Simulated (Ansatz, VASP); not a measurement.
# InSe: VASP beside Ansatz

```xyz
4
Lattice="2.0043 1.1572 8.4252 -2.0043 1.1572 8.4252 0.0000 -2.3143 8.4252" Properties=species:S:1:pos:R:3 pbc="T T T"
In    0.0000    0.0000    2.8062
In    0.0000    0.0000    0.0295
Se    0.0000    0.0000   15.6024
Se    0.0000    0.0000   20.9336
```

Alike in both runs: functional PBEsol; k mesh 12 × 12 × 12; occupations gaussian, width 0.02 eV; no spin polarisation.

Ansatz relaxed the structure, and its values are those at the end. VASP's run is a single point on that final structure, the one shown.

|  | VASP | Ansatz |
| --- | --- | --- |
| version | VASP 6.6.1 | Ansatz 0.2.0 |
| potentials or method | VASP PAW PBE potentials, release 64 (In_d, Se), cutoff 520 eV | scalar-relativistic, plane waves, PAW |
| valence electrons in the cell | 38 | 58 |

Ansatz gave:

```
gap on the k mesh at the Fermi level (eV) : 0.37
least direct gap on the mesh (eV)         : 0.37
pressure (GPa)                            : 0.0
rms of the force components (eV/Å)        : 0.000
```

Problem. What did VASP give for the same quantities?

Solution. gap on the k mesh at the Fermi level (eV): 0.36; least direct gap on the mesh (eV): 0.36; pressure (GPa): 0.1; rms of the force components (eV/Å): 0.011.

VASP's potentials were made for PBE, not for PBEsol. VASP's potentials hold 38 valence electrons a cell and Ansatz's 58, so a difference there can come from the potentials and not from the codes.
